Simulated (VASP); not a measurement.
Wanted: the native input for a VASP 6.6.1 run.

| Property | Result |
| --- | --- |
| Task | single point |
| Functional | HSE06 |
| Potentials or basis | VASP PAW PBE potentials, release 64 (Ba_sv) |
| Cutoff | 520 eV |
| k mesh | 6 × 6 × 6 |
| Occupations | fermi-dirac, width 0.1 eV |
| Spin | no spin polarisation |
| Dipole correction | no |
| Grid for exact exchange (PRECFOCK) | Normal |
| Further INCAR settings | ALGO = Normal; EDIFF = 1e-06; NBANDS = 11 |
| Share of exact exchange | 0.25 |
| Screening parameter | 0.2079 1/Å |

The system is Ba.

```
Ba
1.0
    -2.46745    2.46745    2.46745
     2.46745   -2.46745    2.46745
     2.46745    2.46745   -2.46745
Ba
1
Direct
  0.00000 0.00000 0.00000
```

The input as run:

POSCAR

```
Ba
1.0
   -2.4674494070      2.4674494070      2.4674494070
    2.4674494070     -2.4674494070      2.4674494070
    2.4674494070      2.4674494070     -2.4674494070
Ba
1
Direct
    0.0000000000      0.0000000000      0.0000000000
```

INCAR.step1

```
PREC = Accurate
ENCUT = 520
EDIFF = 1E-5
ISMEAR = -1
SIGMA = 0.1
LREAL = F
LASPH = T
NELM = 80
ALGO = Normal
ISIF = 2
LWAVE = T
LCHARG = F
GGA = PE
NBANDS = 11
```

INCAR.step2

```
PREC = Accurate
ENCUT = 520
EDIFF = 1E-6
ISMEAR = -1
SIGMA = 0.1
LREAL = F
LASPH = T
NELM = 80
ALGO = Normal
ISIF = 2
LWAVE = F
LCHARG = F
GGA = PE
LHFCALC = T
HFSCREEN = 0.2079
PRECFOCK = Normal
ISTART = 1
NBANDS = 11
```

KPOINTS

```
regular mesh
0
Gamma
  6 6 6
```

Potentials or basis: VASP PAW PBE potentials, release 64 (Ba_sv).

Command:

```sh
$ cat potpaw_PBE.64/Ba_sv/POTCAR > POTCAR
$ cp INCAR.step1 INCAR
$ mpirun -np 1 vasp_std > vasp.out
$ cp INCAR.step2 INCAR
$ mpirun -np 1 vasp_std > vasp.out
```

It gave:

```json
{
  "Pressure": "1.2 GPa",
  "Band gap on the k mesh": "zero (bands 5 and 6 overlap by 0.96 eV)"
}
```

Caveat: the PAW data sets were made with another functional, which shifts forces and pressure a little; spin-orbit coupling is left out, which moves the levels of the heavy elements.

Run time: 18 min on 1 thread of Intel(R) Xeon(R) Platinum 8259CL CPU @ 2.50GHz (Skylake/Cascade Lake), on a shared host, peak memory 0.29 GiB.
